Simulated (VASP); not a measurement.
# Ge in VASP: single point with PBE+D3(BJ)

Aim: the single point of Ge with PBE+D3(BJ).

Everything below comes from runs of VASP 6.6.1. Logs are shortened: lines on timing, memory, paths and dates and some standing lists are left out, and cuts for length are marked.

## Step 1: The cell of the first run

The cell holds a sheet with vacuum, 2 atoms: a = 4.021 Å, b = 4.021 Å, c = 25.160 Å, α = 90.00°, β = 90.00°, γ = 120.00°.

## Step 2: Single point, PBE+D3(BJ)

Input file INCAR:

```
SYSTEM = Ge
PREC = Accurate ; ENCUT = 410
EDIFF = 1E-6 ; ISMEAR = 0
SIGMA = 0.03 ; LREAL = .False.
LASPH = .True. ; NELM = 120
ALGO = Normal ; ISIF = 2
LWAVE = .False. ; LCHARG = .False.
LDIPOL = .True. ; IDIPOL = 3
DIPOL = 0.5 0.5 0.292 ; GGA = PE
IVDW = 12 ; NBANDS = 21
GGA_COMPAT = .False. ; NELMDL = -8
```

Input file KPOINTS:

```
Automatic mesh
0
Gamma
  12 12 1
  0 0 0
```

Input file POSCAR:

```
Ge
1.0
    4.0207938576      0.0000000000      0.0000000000
   -2.0103969288      3.4821096240      0.0000000000
    0.0000000000      0.0000000000     25.1599999975
Ge
2
Direct
    0.3333333333      0.6666666667      0.2781342726
    0.6666666667      0.3333333333      0.3053315462
```

Potentials or basis: VASP PAW PBE potentials, release 64 (Ge_d).

Command:

```sh
> cat potpaw_PBE.64/Ge_d/POTCAR > POTCAR
> mpirun -np 1 vasp_std > vasp.out
```

OUTCAR:

```text
SYSTEM = Ge
   PREC = Accurate
   ENCUT = 410
   EDIFF = 1E-6
   ISMEAR = 0
   LREAL = .False.
   LASPH = .True.
   NELM = 120
   ISIF = 2
   GGA = PE
   IVDW = 12
   NELMDL = -8
 IVDW          = 12

 ion  position               nearest neighbor table
   1  0.333  0.667  0.278-   2 2.42   2 2.42   2 2.42
   2  0.667  0.333  0.305-   1 2.42   1 2.42   1 2.42

  LATTYP: Found a hexagonal cell.
 ALAT       =     4.0207938576
 C/A-ratio  =     6.2574707604

  Lattice vectors:

 A1 = (   4.0207938576,   0.0000000000,   0.0000000000)
 A2 = (  -2.0103969288,   3.4821096240,   0.0000000000)
 A3 = (   0.0000000000,   0.0000000000,  25.1599999975)

Analysis of symmetry for initial positions (statically):
=====================================================================
 Subroutine PRICEL returns:
 Original cell was already a primitive cell.

 Routine SETGRP: Setting up the symmetry group for a
 hexagonal supercell.

 Subroutine GETGRP returns: Found 12 space group operations
 (whereof  6 operations were pure point group operations)
 out of a pool of 24 trial point group operations.

The static configuration has the point symmetry C_3v.
 The point group associated with its full space group is D_3d.

Analysis of symmetry for dynamics (positions and initial velocities):
=====================================================================
 Subroutine PRICEL returns:
 Original cell was already a primitive cell.

 Routine SETGRP: Setting up the symmetry group for a
 hexagonal supercell.

 Subroutine GETGRP returns: Found 12 space group operations
 (whereof  6 operations were pure point group operations)
 out of a pool of 24 trial point group operations.

The dynamic configuration has the point symmetry C_3v.
 The point group associated with its full space group is D_3d.

 Subroutine INISYM returns: Found 12 space group operations
 (whereof  6 operations are pure point group operations),
 and found     1 'primitive' translations

----------------------------------------------------------------------------------------

                                     Primitive cell

  volume of cell :     352.2613

  direct lattice vectors                    reciprocal lattice vectors
     4.020793858  0.000000000  0.000000000     0.248707105  0.143591114  0.000000000
    -2.010396929  3.482109624  0.000000000     0.000000000  0.287182228  0.000000000
     0.000000000  0.000000000 25.159999998     0.000000000  0.000000000  0.039745628

  length of vectors
     4.020793858  4.020793858 25.159999998     0.287182228  0.287182228  0.039745628
[... 81 lines left out ...]
   ISIF   =      2    stress and relaxation
   ISYM   =      2    0-nonsym 1-usesym 2-fastsym
   POTIM  = 0.5000    time-step for ionic-motion
   TEBEG  =    0.0;   TEEND  =   0.0 temperature during run
   PSTRESS=    0.0 pullay stress
   NELECT =      28.0000    total number of electrons
   NUPDOWN=      -1.0000    fix difference up-down
   EMIN   =  10.00;   EMAX   =-10.00  energy-range for DOS
   EFERMI =   0.00;   METHOD = LEGACY
   ISMEAR =     0;   SIGMA  =   0.03  broadening in eV -4-tet -1-fermi 0-gaus
   EFERMI_NEDOS =   21; number of points for ismear=-14 and -15
   IALGO  =     38    algorithm
   IMIX   =      4    mixing-type and parameters
     AMIX     =   0.40;   BMIX     =  1.00
     AMIX_MAG =   1.60;   BMIX_MAG =  1.00
  volume/ion in A,a.u.               =     176.13      1188.59
  Fermi-wavevector in a.u.,A,eV,Ry     =   0.703892  1.330163  6.741192  0.495464
  Thomas-Fermi vector in A             =   1.788986
   LORBIT       =      0    0 simple, 1 ext, 2 COOP (PROOUT), +10 PAW based schemes
   GGA     = PE    functional components
   LHFCALC =     F    Hartree Fock is set to
   AEXX    =    0.0000 exact exchange contribution
   IVDW    =    12    specifies the selected vdW correction
   LEPSILON=     F    determine dielectric tensor
   LRPA    =     F    only Hartree local field effects (RPA)
 non-spin polarized calculation
 Gauss-broadening in eV      SIGMA  =   0.03
  energy-cutoff  :      410.00
  volume of cell :      352.26
 maximum number of plane-waves:      6719
 NGX is ok and might be reduce to    28
   NGX = 13   NGY = 13   NGZ = 83

 dipolmoment           0.000000      0.000000     -0.000002 electrons x Angstroem

 number of electron      27.9999969 magnetization

 dipolmoment           0.000000      0.000000      0.000000 electrons x Angstroem

 Free energy of the ion-electron system (eV)
  ---------------------------------------------------
  ext. energy  EPLUGINS =         0.00000000
  ---------------------------------------------------
  free energy    TOTEN  =        -8.07509072 eV

  energy without entropy =       -8.07462057  energy(sigma->0) =       -8.07485565

 E-fermi :  -3.2889     XC(G=0):  -1.8320

 val. band max:       -3.2888879417   @ k =   0.3333   0.3333   0.0000
 cond. band min:      -3.2888873454   @ k =   0.3333   0.3333   0.0000
 fundamental gap:      0.0000005963
 Fermi energy:        -3.2888876434

 k-point     1 :       0.0000    0.0000    0.0000
  band No.  band energies     occupation
      1     -27.7914      2.00000
      2     -27.7914      2.00000
      3     -27.7408      2.00000
      4     -27.7408      2.00000
      5     -27.7383      2.00000
      6     -27.6696      2.00000
[... 445 lines left out ...]
     20       3.5953      0.00000
     21       3.7947      0.00000

------------------------ aborting loop because EDIFF is reached ----------------------------------------

 vacuum level on the upper side and lower side of the slab       (xc-potential included)        -0.007        -0.007

 Edisp (eV)   -0.30868

 E8    (eV) :    -0.1477

  FORCE on cell =-STRESS in cart. coord.  units (eV):
  Direction    XX          YY          ZZ          XY          YZ          ZX
  --------------------------------------------------------------------------------------
  -------------------------------------------------------------------------------------
  Total      -0.11123    -0.11123    -0.10732    -0.00000     0.00000     0.00000
  in kB      -0.50588    -0.50588    -0.48810    -0.00000     0.00000     0.00000
  external pressure =       -0.50 kB  Pullay stress =        0.00 kB

 VOLUME and BASIS-vectors are now :
 -----------------------------------------------------------------------------
  energy-cutoff  :      410.00
  volume of cell :      352.26
      direct lattice vectors                 reciprocal lattice vectors
     4.020793858  0.000000000  0.000000000     0.248707105  0.143591114  0.000000000
    -2.010396929  3.482109624  0.000000000     0.000000000  0.287182228  0.000000000
     0.000000000  0.000000000 25.159999998     0.000000000  0.000000000  0.039745628

 POSITION                                       TOTAL-FORCE (eV/Angst)
 -----------------------------------------------------------------------------------
     -0.00000      2.32141      6.99786        -0.000000      0.000000     -0.005872
      2.01040      1.16070      7.68214         0.000000      0.000000      0.005872
 -----------------------------------------------------------------------------------
    total drift:                               -0.000000      0.000000     -0.000062

  FREE ENERGIE OF THE ION-ELECTRON SYSTEM (eV)
  ---------------------------------------------------
  free  energy   TOTEN  =        -8.3837734498 eV

  energy  without entropy=       -8.3833032918  energy(sigma->0) =       -8.38353837

 vacuum level on the upper side and lower side of the slab         1.169         1.169
```

stdout:

```text
POSCAR found type information on POSCAR Ge
 POSCAR found :  1 types and       2 ions
 scaLAPACK will be used
 LDA part: xc-table for (Slater+PW92), standard interpolation
 POSCAR, INCAR and KPOINTS ok, starting setup
 FFT: planning ... GRIDC
 FFT: planning ... GRID_SOFT
 FFT: planning ... GRID
 WAVECAR not read
 entering main loop
```

Run time: 3.4 min. Hardware: 1 thread of Intel Xeon 8259CL, shared host; peak memory 0.38 GiB.

Results:

- Free energy: -8.3838 eV
- Largest force: 0.006 eV/Å
- Band gap on the k mesh: zero (filled and empty bands touch)
- Dispersion energy per atom: -0.154 eV

Forces in eV/Å, atoms in the order of the input:
```
Ge   0.000  0.000 -0.006
Ge   0.000  0.000  0.006
```

Levels at points of the mesh, in eV from the Fermi level:
| k point | band 10 | band 11 | band 12 | band 13 | band 14 | band 15 | band 16 | band 17 | band 18 | band 19 |
| --- | --- | --- | --- | --- | --- | --- | --- | --- | --- | --- |
| (0.00, 0.00, 0.00) | -24.23 | -11.32 | -3.53 | -0.44 | -0.44 | 0.59 | 2.30 | 3.91 | 3.91 | 4.24 |
| (0.50, 0.00, 0.00) | -24.17 | -9.26 | -7.41 | -2.00 | -1.16 | 0.69 | 1.67 | 5.46 | 6.35 | 6.98 |
